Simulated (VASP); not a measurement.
# GaSb (F-43m) in VASP: a series of runs

GaSb is run at these levels: r2SCAN, r2SCAN+rVV10; tasks: single point.

Program: VASP 6.6.1. These are calculated values, not measurements. Logs are shortened: lines on timing, memory, paths and dates and some standing lists are left out, and cuts for length are marked.

## 1. The cell of the first run

The structure is cubic, space group F-43m (No. 216). The conventional cell has a = 6.132 Å, b = 6.132 Å, c = 6.132 Å, α = 90.00°, β = 90.00°, γ = 90.00°. Within 3.5 Å of Ga (site symmetry -43m) lie 4 Sb at 2.66 Å. Sb (site symmetry -43m) has 4 Ga at 2.66 Å within 3.5 Å.

## 2. Single point, r2SCAN

Input file POSCAR:

```
GaSb
1.0
    0.0000000000      3.0658788003      3.0658788003
    3.0658788003      0.0000000000      3.0658788003
    3.0658788003      3.0658788003      0.0000000000
Ga Sb
1 1
Direct
    0.0000000000      0.0000000000      0.0000000000
    0.2500000000      0.2500000000      0.2500000000
```

Input file INCAR.step1:

```
PREC     = Accurate       # precision mode
ENCUT    = 550            # plane-wave cutoff, eV
ISMEAR   = -1             # smearing method
SIGMA    = 0.05           # smearing width, eV
LREAL    = False          # projectors in reciprocal space
LASPH    = True           # aspherical terms in the spheres
NELM     = 120            # most SCF steps
NBANDS   = 16             # bands
GGA      = PE             # functional
ALGO     = Normal         # electronic algorithm
EDIFF    = 1E-5           # SCF threshold, eV
LWAVE    = True           # write WAVECAR
LCHARG   = False          # write CHGCAR
GGA_COMPAT= False
```

Input file INCAR.step2:

```
PREC     = Accurate       # precision mode
ENCUT    = 550            # plane-wave cutoff, eV
EDIFF    = 1E-6           # SCF threshold, eV
ISMEAR   = -1             # smearing method
SIGMA    = 0.05           # smearing width, eV
LREAL    = False          # projectors in reciprocal space
LASPH    = True           # aspherical terms in the spheres
NELM     = 120            # most SCF steps
ALGO     = Normal         # electronic algorithm
ISIF     = 2              # what is computed and relaxed
LWAVE    = False          # write WAVECAR
LCHARG   = False          # write CHGCAR
METAGGA  = R2SCAN         # meta-GGA
LMIXTAU  = True         
NBANDS   = 16             # bands
ISTART   = 1            
GGA_COMPAT= False
```

Input file KPOINTS:

```
regular mesh
0
Gamma
  6 6 6
```

Potentials or basis: VASP PAW PBE potentials, release 64 (Ga_d, Sb).

Command:

```sh
$ cat potpaw_PBE.64/Ga_d/POTCAR potpaw_PBE.64/Sb/POTCAR > POTCAR
$ cp INCAR.step1 INCAR
$ mpirun -np 1 vasp_std > vasp.out
$ cp INCAR.step2 INCAR
$ mpirun -np 1 vasp_std > vasp.out
```

OUTCAR:

```text
PREC = Accurate
   ENCUT = 550
   EDIFF = 1E-6
   ISMEAR = -1
   LREAL = False
   LASPH = True
   NELM = 120
   ISIF = 2
   METAGGA = R2SCAN
   ISTART = 1

 ion  position               nearest neighbor table
   1  0.000  0.000  0.000-   2 2.66   2 2.66   2 2.66   2 2.66
   2  0.250  0.250  0.250-   1 2.66   1 2.66   1 2.66   1 2.66

  LATTYP: Found a face centered cubic cell.
 ALAT       =     6.1317576006

  Lattice vectors:

 A1 = (   0.0000000000,   3.0658788003,   3.0658788003)
 A2 = (   3.0658788003,   0.0000000000,   3.0658788003)
 A3 = (   3.0658788003,   3.0658788003,   0.0000000000)

Analysis of symmetry for initial positions (statically):
=====================================================================
 Subroutine PRICEL returns:
 Original cell was already a primitive cell.

 Routine SETGRP: Setting up the symmetry group for a
 face centered cubic supercell.

 Subroutine GETGRP returns: Found 24 space group operations
 (whereof 24 operations were pure point group operations)
 out of a pool of 48 trial point group operations.

The static configuration has the point symmetry T_d .

Analysis of symmetry for dynamics (positions and initial velocities):
=====================================================================
 Subroutine PRICEL returns:
 Original cell was already a primitive cell.

 Routine SETGRP: Setting up the symmetry group for a
 face centered cubic supercell.

 Subroutine GETGRP returns: Found 24 space group operations
 (whereof 24 operations were pure point group operations)
 out of a pool of 48 trial point group operations.

The dynamic configuration has the point symmetry T_d .

 Subroutine INISYM returns: Found 24 space group operations
 (whereof 24 operations are pure point group operations),
 and found     1 'primitive' translations

----------------------------------------------------------------------------------------

                                     Primitive cell

  volume of cell :      57.6361

  direct lattice vectors                    reciprocal lattice vectors
     0.000000000  3.065878800  3.065878800    -0.163085377  0.163085377  0.163085377
     3.065878800  0.000000000  3.065878800     0.163085377 -0.163085377  0.163085377
     3.065878800  3.065878800  0.000000000     0.163085377  0.163085377 -0.163085377

  length of vectors
     4.335807380  4.335807380  4.335807380     0.282472159  0.282472159  0.282472159

  position of ions in fractional coordinates (direct lattice)
     0.000000000  0.000000000  0.000000000
     0.250000000  0.250000000  0.250000000

  ion indices of the primitive-cell ions
   primitive index   ion index
                 1           1
                 2           2

----------------------------------------------------------------------------------------

 KPOINTS: regular mesh

Automatic generation of k-mesh.
 Grid dimensions read from file:
 generate k-points for:    6    6    6

 Generating k-lattice:

  Cartesian coordinates                     Fractional coordinates (reciprocal lattice)
    -0.027180896  0.027180896  0.027180896     0.166666667  0.000000000  0.000000000
     0.027180896 -0.027180896  0.027180896     0.000000000  0.166666667  0.000000000
     0.027180896  0.027180896 -0.027180896     0.000000000  0.000000000  0.166666667

  Length of vectors
     0.047078693  0.047078693  0.047078693

  Shift w.r.t. Gamma in fractional coordinates (k-lattice)
     0.000000000  0.000000000  0.000000000

 Subroutine IBZKPT returns following result:
 ===========================================

 Found     16 irreducible k-points:

 Following reciprocal coordinates:
            Coordinates               Weight
  0.000000  0.000000  0.000000      1.000000
  0.166667  0.000000  0.000000      8.000000
  0.333333  0.000000  0.000000      8.000000
  0.500000  0.000000  0.000000      4.000000
  0.166667  0.166667  0.000000      6.000000
  0.333333  0.166667  0.000000     24.000000
[... 8 lines left out ...]
 -0.333333  0.333333  0.166667     24.000000
 -0.333333  0.500000  0.166667     12.000000
   k-points           NKPTS =     16   k-points in BZ     NKDIM =     16   number of bands    NBANDS=     16
   number of dos      NEDOS =    301   number of ions     NIONS =      2
   total plane-waves  NPLWV =  46656
   dimension x,y,z NGX =    36 NGY =   36 NGZ =   36
   dimension x,y,z NGXF=    72 NGYF=   72 NGZF=   72
   ions per type =               1   1
   NGX,Y,Z   is equivalent  to a cutoff of  13.80, 13.80, 13.80 a.u.
   NGXF,Y,Z  is equivalent  to a cutoff of  27.61, 27.61, 27.61 a.u.
 SYSTEM =  unknown system
   PREC   = accura    normal or accurate (medium, high low for compatibility)
   ISTART =      1    job   : 0-new  1-cont  2-samecut
   ICHARG =      0    charge: 1-file 2-atom 10-const
   ISPIN  =      1    spin polarized calculation?
   LNONCOLLINEAR =      F non collinear calculations
   LSORBIT =      F    spin-orbit coupling
   LASPH  =      T    aspherical Exc in radial PAW
   ENCUT  =  550.0 eV  40.42 Ry    6.36 a.u.   8.29  8.29  8.29*2*pi/ulx,y,z
   NELM   =    120;   NELMIN=  2; NELMDL=  0     # of ELM steps
   EDIFF  = 0.1E-05   stopping-criterion for ELM
   LREAL  =      F    real-space projection
[... 7 lines left out ...]
   TEBEG  =    0.0;   TEEND  =   0.0 temperature during run
   PSTRESS=    0.0 pullay stress
   NELECT =      18.0000    total number of electrons
   NUPDOWN=      -1.0000    fix difference up-down
   EMIN   =  10.00;   EMAX   =-10.00  energy-range for DOS
   EFERMI =   0.00;   METHOD = LEGACY
   ISMEAR =    -1;   SIGMA  =   0.05  broadening in eV -4-tet -1-fermi 0-gaus
   EFERMI_NEDOS =   21; number of points for ismear=-14 and -15
   IALGO  =     38    algorithm
   IMIX   =      4    mixing-type and parameters
     AMIX     =   0.40;   BMIX     =  1.00
     AMIX_MAG =   1.60;   BMIX_MAG =  1.00
  volume/ion in A,a.u.               =      28.82       194.47
  Fermi-wavevector in a.u.,A,eV,Ry     =   1.110710  2.098938 16.785191  1.233677
  Thomas-Fermi vector in A             =   2.247265
   LORBIT       =      0    0 simple, 1 ext, 2 COOP (PROOUT), +10 PAW based schemes
   METAGGA = R2SCAN    functional components
   LHFCALC =     F    Hartree Fock is set to
   AEXX    =    0.0000 exact exchange contribution
   IVDW    =     0    specifies the selected vdW correction
   LEPSILON=     F    determine dielectric tensor
   LRPA    =     F    only Hartree local field effects (RPA)
 non-spin polarized calculation
  energy-cutoff  :      550.00
  volume of cell :       57.64
 maximum number of plane-waves:      1711
 NGX is ok and might be reduce to    36
   NGX = 17   NGY = 17   NGZ = 17

 number of electron      18.0000004 magnetization

 Free energy of the ion-electron system (eV)
  ---------------------------------------------------
  ext. energy  EPLUGINS =         0.00000000
  ---------------------------------------------------
  free energy    TOTEN  =       -37.57915172 eV

  energy without entropy =      -37.57900159  energy(sigma->0) =      -37.57907665

 E-fermi :   4.8479     XC(G=0):  -9.6867

 val. band max:        4.6215858394   @ k =   0.0000   0.0000   0.0000
 cond. band min:       5.0192433457   @ k =   0.0000   0.0000   0.0000
 fundamental gap:      0.3976575063
 Fermi energy:         4.8479488195

 k-point     1 :       0.0000    0.0000    0.0000
  band No.  band energies     occupation
      1     -10.8721      2.00000
      2     -10.8721      2.00000
      3     -10.8721      2.00000
      4     -10.8165      2.00000
      5     -10.8165      2.00000
      6      -7.2609      2.00000
[... 8 lines left out ...]
     15      13.6258      0.00000
     16      13.6258      0.00000

 k-point     2 :       0.1667    0.0000    0.0000
  band No.  band energies     occupation
      1     -10.8796      2.00000
      2     -10.8689      2.00000
      3     -10.8689      2.00000
      4     -10.8168      2.00000
      5     -10.8168      2.00000
      6      -6.9655      2.00000
[... 8 lines left out ...]
     15      12.6590      0.00000
     16      12.6590      0.00000

 k-point     3 :       0.3333    0.0000    0.0000
  band No.  band energies     occupation
      1     -10.8940      2.00000
      2     -10.8630      2.00000
      3     -10.8630      2.00000
      4     -10.8167      2.00000
      5     -10.8167      2.00000
      6      -6.1778      2.00000
[... 8 lines left out ...]
     15      13.1899      0.00000
     16      13.1899      0.00000

 k-point     4 :       0.5000    0.0000    0.0000
  band No.  band energies     occupation
      1     -10.9011      2.00000
      2     -10.8605      2.00000
      3     -10.8605      2.00000
      4     -10.8162      2.00000
      5     -10.8162      2.00000
      6      -5.5567      2.00000
[... 8 lines left out ...]
     15      15.0956      0.00000
     16      15.0956      0.00000

 k-point     5 :       0.1667    0.1667    0.0000
  band No.  band energies     occupation
      1     -10.8852      2.00000
      2     -10.8657      2.00000
      3     -10.8657      2.00000
      4     -10.8190      2.00000
      5     -10.8154      2.00000
      6      -6.8646      2.00000
[... 8 lines left out ...]
     15      12.7209      0.00000
     16      14.0021      0.00000

 k-point     6 :       0.3333    0.1667    0.0000
  band No.  band energies     occupation
      1     -10.8971      2.00000
      2     -10.8606      2.00000
      3     -10.8595      2.00000
      4     -10.8207      2.00000
      5     -10.8148      2.00000
      6      -6.2225      2.00000
[... 8 lines left out ...]
     15      13.8706      0.00000
     16      14.2804      0.00000
[... 115 lines left out ...]
 k-point    13 :       0.5000    0.5000    0.0000
  band No.  band energies     occupation
      1     -10.9193      2.00000
      2     -10.8459      2.00000
      3     -10.8459      2.00000
      4     -10.8290      2.00000
      5     -10.8120      2.00000
      6      -4.6770      2.00000
[... 8 lines left out ...]
     15      16.0566      0.00000
     16      16.4897      0.00000

 k-point    14 :       0.5000    0.3333    0.1667
  band No.  band energies     occupation
      1     -10.9062      2.00000
      2     -10.8564      2.00000
      3     -10.8535      2.00000
      4     -10.8221      2.00000
      5     -10.8149      2.00000
      6      -5.5011      2.00000
[... 8 lines left out ...]
     15      14.1712      0.00000
     16      16.2321      0.00000

 k-point    15 :      -0.3333    0.3333    0.1667
  band No.  band energies     occupation
      1     -10.9096      2.00000
      2     -10.8556      2.00000
      3     -10.8508      2.00000
      4     -10.8213      2.00000
      5     -10.8161      2.00000
      6      -4.9426      2.00000
[... 8 lines left out ...]
     15      15.6624      0.00000
     16      15.8757      0.00000

 k-point    16 :      -0.3333    0.5000    0.1667
  band No.  band energies     occupation
      1     -10.9144      2.00000
      2     -10.8518      2.00000
      3     -10.8472      2.00000
      4     -10.8248      2.00000
      5     -10.8145      2.00000
      6      -4.6425      2.00000
[... 8 lines left out ...]
     15      15.1633      0.00000
     16      16.5800      0.00000

------------------------ aborting loop because EDIFF is reached ----------------------------------------

  FORCE on cell =-STRESS in cart. coord.  units (eV):
  Direction    XX          YY          ZZ          XY          YZ          ZX
  --------------------------------------------------------------------------------------
  -------------------------------------------------------------------------------------
  Total        0.0252021      0.0252021      0.0252021      0.0000000      0.0000000      0.0000000
  in kB        0.7005707      0.7005707      0.7005707      0.0000000      0.0000000      0.0000000
  external PRESSURE =       0.7005707 kB  Pullay stress =       0.0000000 kB

 VOLUME and BASIS-vectors are now :
 -----------------------------------------------------------------------------
  energy-cutoff  :      550.00
  volume of cell :       57.64
      direct lattice vectors                 reciprocal lattice vectors
     0.000000000  3.065878800  3.065878800    -0.163085377  0.163085377  0.163085377
     3.065878800  0.000000000  3.065878800     0.163085377 -0.163085377  0.163085377
     3.065878800  3.065878800  0.000000000     0.163085377  0.163085377 -0.163085377

 POSITION                                       TOTAL-FORCE (eV/Angst)
 -----------------------------------------------------------------------------------
      0.00000      0.00000      0.00000        -0.000000      0.000000     -0.000000
      1.53294      1.53294      1.53294         0.000000     -0.000000      0.000000
 -----------------------------------------------------------------------------------
    total drift:                                0.000000      0.000000      0.000000

  FREE ENERGIE OF THE ION-ELECTRON SYSTEM (eV)
  ---------------------------------------------------
  free  energy   TOTEN  =       -37.5791517208 eV

  energy  without entropy=      -37.5790015876  energy(sigma->0) =      -37.57907665
```

Run time: 28 s. Hardware: 1 thread of Intel Xeon 6975P-C (Granite Rapids), shared host; peak memory 0.21 GiB.

Results:

| Quantity | Value |
| --- | --- |
| Free energy | -37.5792 eV |
| Pressure | 0.1 GPa |
| Band gap on the k mesh | 0.40 eV |

Levels at points of the mesh, in eV from the valence-band top:
```
           k point  band 5  band 6  band 7  band 8  band 9  band 10  band 11  band 12  band 13  band 14
(0.00, 0.00, 0.00)  -15.44  -11.88    0.00    0.00    0.00     0.40     2.98     2.98     2.98     6.34
(0.50, 0.00, 0.00)  -15.44  -10.18   -6.55   -1.20   -1.20     0.67     4.01     4.01     6.92     9.93
(0.50, 0.50, 0.00)  -15.43   -9.30   -7.02   -2.67   -2.67     1.12     1.49     9.22     9.22    10.73
```

Caveat: the PAW data sets were made with another functional, which shifts forces and pressure a little; spin-orbit coupling is left out, which moves the levels of the heavy elements. A k mesh can miss the band edges.

## 3. Single point, r2SCAN

POSCAR is that of step 2.

Input file INCAR.step1:

```
PREC = Accurate
ENCUT = 550
ISMEAR = 1
SIGMA = 0.05
LREAL = False
LASPH = True
NELM = 120
NBANDS = 16
GGA = PE
ALGO = Normal
EDIFF = 1E-5
LWAVE = True
LCHARG = False
GGA_COMPAT = False
```

Input file INCAR.step2:

```
PREC = Accurate
ENCUT = 550
EDIFF = 1E-6
ISMEAR = 1
SIGMA = 0.05
LREAL = False
LASPH = True
NELM = 120
ALGO = Normal
ISIF = 2
LWAVE = False
LCHARG = False
METAGGA = R2SCAN
LMIXTAU = True
NBANDS = 16
ISTART = 1
GGA_COMPAT = False
```

Input file KPOINTS:

```
Automatic mesh
0
Gamma
  6 6 6
```

Potentials or basis: VASP PAW PBE potentials, release 64 (Ga_d, Sb).

Command:

```sh
$ cat potpaw_PBE.64/Ga_d/POTCAR potpaw_PBE.64/Sb/POTCAR > POTCAR
$ cp INCAR.step1 INCAR
$ mpirun -np 1 vasp_std > vasp.out
$ cp INCAR.step2 INCAR
$ mpirun -np 1 vasp_std > vasp.out
```

It took 28 s on 1 thread of Intel Xeon 6975P-C (Granite Rapids), shared host; peak memory 0.21 GiB.

Results (log left out):

```yaml
Free_energy: -37.5791 eV
Pressure: 0.1 GPa
Band_gap_on_the_k_mesh: 0.40 eV
```

Levels at points of the mesh, in eV from the valence-band top:
```csv
k point,band 6,band 7,band 8,band 9,band 10,band 11,band 12,band 13
"(0.00, 0.00, 0.00)",-11.88,0.00,0.00,0.00,0.40,2.98,2.98,2.98
"(0.50, 0.00, 0.00)",-10.18,-6.55,-1.20,-1.20,0.67,4.01,4.01,6.92
"(0.50, 0.50, 0.00)",-9.30,-7.02,-2.67,-2.67,1.12,1.49,9.22,9.22
```

Caveat: the PAW data sets were made with another functional, which shifts forces and pressure a little; spin-orbit coupling is left out, which moves the levels of the heavy elements.

## 4. Single point, r2SCAN+rVV10

POSCAR is that of step 3.

Input file INCAR.step1:

```
SYSTEM = GaSb
PREC     = Accurate       ! precision mode
ENCUT    = 550            ! plane-wave cutoff, eV
ISMEAR   = -1             ! smearing method
SIGMA    = 0.02           ! smearing width, eV
LREAL    = .FALSE.        ! projectors in reciprocal space
LASPH    = .TRUE.         ! aspherical terms in the spheres
NELM     = 120            ! most SCF steps
NBANDS   = 16             ! bands
GGA      = PE             ! functional
ALGO     = Normal         ! electronic algorithm
EDIFF    = 1E-5           ! SCF threshold, eV
LWAVE    = .TRUE.         ! write WAVECAR
LCHARG   = .FALSE.        ! write CHGCAR
GGA_COMPAT= .FALSE.
```

Input file INCAR.step2:

```
SYSTEM = GaSb
PREC     = Accurate       ! precision mode
ENCUT    = 550            ! plane-wave cutoff, eV
EDIFF    = 1E-6           ! SCF threshold, eV
ISMEAR   = -1             ! smearing method
SIGMA    = 0.02           ! smearing width, eV
LREAL    = .FALSE.        ! projectors in reciprocal space
LASPH    = .TRUE.         ! aspherical terms in the spheres
NELM     = 120            ! most SCF steps
ALGO     = Normal         ! electronic algorithm
ISIF     = 2              ! what is computed and relaxed
LWAVE    = .FALSE.        ! write WAVECAR
LCHARG   = .FALSE.        ! write CHGCAR
METAGGA  = R2SCAN         ! meta-GGA
LMIXTAU  = .TRUE.       
LUSE_VDW = .TRUE.       
IVDW_NL  = 2            
BPARAM   = 11.95        
CPARAM   = 0.0093       
NBANDS   = 16             ! bands
ISTART   = 1            
GGA_COMPAT= .FALSE.
```

Input file KPOINTS:

```
regular mesh
0
G
  6 6 6
  0 0 0
```

Command:

```sh
$ cat potpaw_PBE.64/Ga_d/POTCAR potpaw_PBE.64/Sb/POTCAR > POTCAR
$ cp INCAR.step1 INCAR
$ mpirun -np 1 vasp_std > vasp.out
$ cp INCAR.step2 INCAR
$ mpirun -np 1 vasp_std > vasp.out
```

Run time: 57 s. Hardware: 1 thread of Intel Xeon 6975P-C (Granite Rapids), shared host; peak memory 0.39 GiB.

Results (log left out):

```
Free energy            : -36.9560 eV
Pressure               : -0.6 GPa
Band gap on the k mesh : 0.40 eV
```

Levels at points of the mesh, in eV from the valence-band top:
| k point | band 5 | band 6 | band 7 | band 8 | band 9 | band 10 | band 11 | band 12 | band 13 | band 14 |
| --- | --- | --- | --- | --- | --- | --- | --- | --- | --- | --- |
| (0.00, 0.00, 0.00) | -15.43 | -11.89 | 0.00 | 0.00 | 0.00 | 0.40 | 2.97 | 2.97 | 2.97 | 6.23 |
| (0.50, 0.00, 0.00) | -15.43 | -10.18 | -6.56 | -1.21 | -1.21 | 0.64 | 3.99 | 3.99 | 6.82 | 9.86 |
| (0.50, 0.50, 0.00) | -15.42 | -9.30 | -7.03 | -2.68 | -2.68 | 1.08 | 1.43 | 9.21 | 9.21 | 10.68 |

Caveat: the PAW data sets were made with another functional, which shifts forces and pressure a little; spin-orbit coupling is left out, which moves the levels of the heavy elements. A k mesh can miss the band edges.

## 5. The runs side by side

| level | smearing | gap on the mesh (eV) | pressure (GPa) |
| --- | --- | --- | --- |
| r2SCAN | fermi-dirac 0.05 eV | 0.40 | 0.1 |
| r2SCAN | methfessel-paxton 0.05 eV | 0.40 | 0.1 |
| r2SCAN+rVV10 | fermi-dirac 0.02 eV | 0.40 | -0.6 |

Alike in all rows: task single point; potentials or basis VASP PAW PBE potentials, release 64 (Ga_d, Sb); no spin polarisation; cell as given; k mesh 6 × 6 × 6; cutoff (eV) 550.

On the cell as given the gap runs from 0.40 eV (r2SCAN+rVV10) to 0.40 eV (r2SCAN). The pressure there spans -0.6 GPa (r2SCAN+rVV10) to 0.1 GPa (r2SCAN); a positive pressure means that this level wants a larger cell, a negative one a smaller.

Caveats: the PAW data sets were made with another functional, which shifts forces and pressure a little; spin-orbit coupling is left out, which moves the levels of the heavy elements.

Absolute energies hang on the potentials; compare differences alone.
